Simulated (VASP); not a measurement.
**Mo: single point with PBE**

Mo:

```
Mo
1.0
     2.25478    0.00000    0.00000
    -1.12739    1.95270    0.00000
     0.00000    0.00000    2.09838
Mo
1
Direct
  0.00000 0.00000 0.00000
```

This cell differs from its parent crystal: volume scaled by 0.55.

```yaml
Program: VASP 6.6.1
Task: single point
Functional: PBE
Potentials_or_basis: VASP PAW PBE potentials, release 64 (Mo_sv)
Cutoff: 520 eV
k_mesh: 18 × 18 × 16
Occupations: fermi-dirac, width 0.08 eV
Spin: no spin polarisation
Dipole_correction: no
Further_INCAR_settings: ALGO = Normal; EDIFF = 1e-06; NBANDS = 13
```

```
Pressure               : 423.3 GPa
Band gap on the k mesh : zero (band 7 reaches 24.64 eV, above the bottom of band 8 at 20.05 eV)
```

Stress tensor (GPa, compression positive):
```
422.15   0.00   0.00
  0.00 422.15   0.00
  0.00   0.00 425.56
```

Levels at points of the mesh, in eV from the Fermi level:
| k point | band 4 | band 5 | band 6 | band 7 | band 8 | band 9 | band 10 | band 11 |
| --- | --- | --- | --- | --- | --- | --- | --- | --- |
| (0.00, 0.00, 0.00) | -32.62 | -8.80 | -7.05 | -2.69 | -2.69 | 8.87 | 8.87 | 12.29 |
| (0.50, 0.00, 0.00) | -31.72 | -9.77 | -4.65 | 1.18 | 4.37 | 7.15 | 9.16 | 19.43 |
| (0.00, 0.00, 0.50) | -32.10 | -3.81 | -0.77 | -0.77 | 1.01 | 1.01 | 1.71 | 16.79 |
| (0.50, 0.00, 0.50) | -33.54 | -11.69 | -6.81 | -1.91 | 7.43 | 10.13 | 13.19 | 15.99 |

Run time: 12 s on 1 thread of Intel(R) Xeon(R) 6975P-C (Granite Rapids) (shared host), peak memory 0.15 GiB.
